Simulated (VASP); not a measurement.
MgS (Niningerite):

```
CELL_PARAMETERS angstrom
0.00000 2.60165 2.60165
2.60165 0.00000 2.60165
2.60165 2.60165 0.00000
ATOMIC_POSITIONS crystal
S 0.50000 0.50000 0.50000
Mg 0.00000 0.00000 0.00000
```

| Property | Result |
| --- | --- |
| Program | VASP 6.6.1 |
| Task | relaxation of cell and atoms |
| Functional | RPBE |
| Potentials or basis | VASP PAW PBE potentials, release 64 (S, Mg) |
| Cutoff | 600 eV |
| k mesh | 9 × 9 × 9 |
| Occupations | fermi-dirac, width 0.05 eV |
| Spin | no spin polarisation |

At the start: pressure 3.0 GPa; volume 17.61 Å³/atom.

Q: Where does the relaxation end?

A: Over 3 steps the energy falls by 6.3 meV/atom and the volume is 18.31 Å³/atom (+4.0 %); space group Fm-3m (No. 225, to 0.05 Å).

Step by step:
| step | energy change (eV) | largest force (eV/Å) | pressure (GPa) | volume (Å³) |
| --- | --- | --- | --- | --- |
| 1 | 0.0000 | 0.0000 | 2.98 | 35.22 |
| 2 | -0.0122 | 0.0000 | -0.55 | 36.92 |
| 3 | -0.0126 | 0.0000 | 0.00 | 36.62 |

Final structure:
```xyz
2
Lattice="0.0000 2.6358 2.6358 2.6358 0.0000 2.6358 2.6358 2.6358 0.0000" Properties=species:S:1:pos:R:3 pbc="T T T"
S     2.6358    2.6358    2.6358
Mg    0.0000    0.0000    0.0000
```

Caveat: the PAW data sets were made with another functional, which shifts forces and pressure a little.
